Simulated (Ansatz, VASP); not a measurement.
**One calculation of FeNi3, two programs**

```xyz
4
Lattice="3.5450 0.0000 0.0000 0.0000 3.5450 0.0000 0.0000 0.0000 3.5450" Properties=species:S:1:pos:R:3 pbc="T T T"
Fe    0.0000    0.0000    0.0000
Ni    0.0000    1.7725    1.7725
Ni    1.7725    0.0000    1.7725
Ni    1.7725    1.7725    0.0000
```

Alike in both runs: task single point; functional PBE; k mesh 12 × 12 × 12; occupations gaussian, width 0.05 eV; no spin polarisation.

|  | VASP | Ansatz |
| --- | --- | --- |
| version | VASP 6.6.1 | Ansatz 0.2.0 |
| potentials or method | VASP PAW PBE potentials, release 64 (Fe, Ni), cutoff 520 eV | scalar-relativistic, plane waves, PAW |
| valence electrons in the cell | 38 | 70 |

```csv
,VASP,Ansatz,Ansatz less VASP
gap on the k mesh at the Fermi level (eV),none,none,-
pressure (GPa),-8.1,-8.2,-0.12
```

A gap of «none» marks a metal or a gap that the smearing closes. The functional is the same, so the differences come from potentials, cutoffs and numerics. VASP's potentials hold 38 valence electrons a cell and Ansatz's 70, so a difference there can come from the potentials and not from the codes.
